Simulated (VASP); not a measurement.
Mg9O8 (a cell with a defect), 17 atoms in the cell. The cell holds a defect, 17 atoms: a = 5.672 Å, b = 5.672 Å, c = 5.672 Å, α = 60.00°, β = 60.00°, γ = 60.00°. 

- Program: VASP 6.6.1
- Task: molecular dynamics
- Functional: LDA
- Potentials or basis: VASP PAW LDA potentials, release 64 (Mg, O)
- Cutoff: 520 eV
- k mesh: 2 × 2 × 2
- Occupations: fermi-dirac, width 0.02 eV
- Spin: no spin polarisation
- Dipole correction: no
- Further INCAR settings: LREAL = Auto; ALGO = Normal; EDIFF = 1e-05; ISYM = 0; IBRION = 0; POTIM = 1.5; NSW = 40

Potentials or basis: VASP PAW LDA potentials, release 64 (Mg, O).

The run is started by

```sh
$ cat potpaw_LDA.64/Mg/POTCAR potpaw_LDA.64/O/POTCAR > POTCAR
$ mpirun -np 1 vasp_std > vasp.out
```

Hardware: 1 thread of AMD EPYC 7R13 Processor (Zen 3), with other jobs on the host.

Problem. Estimate the wall time of this run.

Solution. Wall time 21 min on 1 thread of AMD EPYC 7R13 Processor (Zen 3), on a shared host, peak memory 0.24 GiB. Counts: scf iterations 282, k points 8, ion steps 40.
